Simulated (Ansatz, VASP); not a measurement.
One calculation of Hg, two programs

```
Hg
1.0
     0.00000    2.50289    2.50289
     2.50289    0.00000    2.50289
     2.50289    2.50289    0.00000
Hg
1
Direct
  0.00000 0.00000 0.00000
```

Alike in both runs: task single point; functional PBE; k mesh 4 × 4 × 4; occupations fermi-dirac, width 0.15 eV; non-collinear spin, spin-orbit coupling.

```csv
,VASP,Ansatz
version,VASP 6.6.1,Ansatz 0.2.0 development build
potentials or method,"VASP PAW PBE potentials, release 64 (Hg)","plane waves, PAW datasets (hand-made set)"
plane-wave cutoff (eV),500,690
valence electrons in the cell,12,20
```

|  | VASP | Ansatz | Ansatz less VASP |
| --- | --- | --- | --- |
| net moment per atom (μB) | 0.00 | 0.00 | 0.000 |

With one functional, cell and mesh, what is left measures potentials, basis and numerics. VASP's potentials hold 12 valence electrons a cell and Ansatz's 20, so a difference there can come from the potentials and not from the codes. Ansatz's warnings: stress scf threshold loose.

The k mesh is coarse, so the values compare programs but aren't converged.
